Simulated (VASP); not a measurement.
Runs of VASP 6.6.1 on Sb. The structure is that of space group Pm-3m (No. 221), or close to it. The cells are those of the table. 

```tsv
task	cell	k mesh for the DOS	occupations for the DOS	gap on the mesh (eV)	pressure (GPa)
single point	a = 2.794 Å, 1 atom	-	-	none	33.5
single point	a = 2.889 Å, 1 atom	-	-	none	16.6
single point	a = 2.692 Å, 1 atom	-	-	none	60.5
single point	a = 2.462 Å, 1 atom	-	-	none	(a)
```

Alike in all rows: level PBEsol; potentials or basis VASP PAW PBE potentials, release 64 (Sb); no spin polarisation; k mesh 14 × 14 × 14; cutoff (eV) 520; smearing fermi-dirac 0.05 eV.

Problem. Estimate the missing entries.

Solution. (a) 189.6.

Caveats: the PAW data sets were made with another functional, which shifts forces and pressure a little; spin-orbit coupling is left out, which moves the levels of the heavy elements.

A k mesh can miss the band edges, and the runs leave out spin-orbit coupling on Sb.

A gap of «none» marks levels without a gap at the run's occupations.
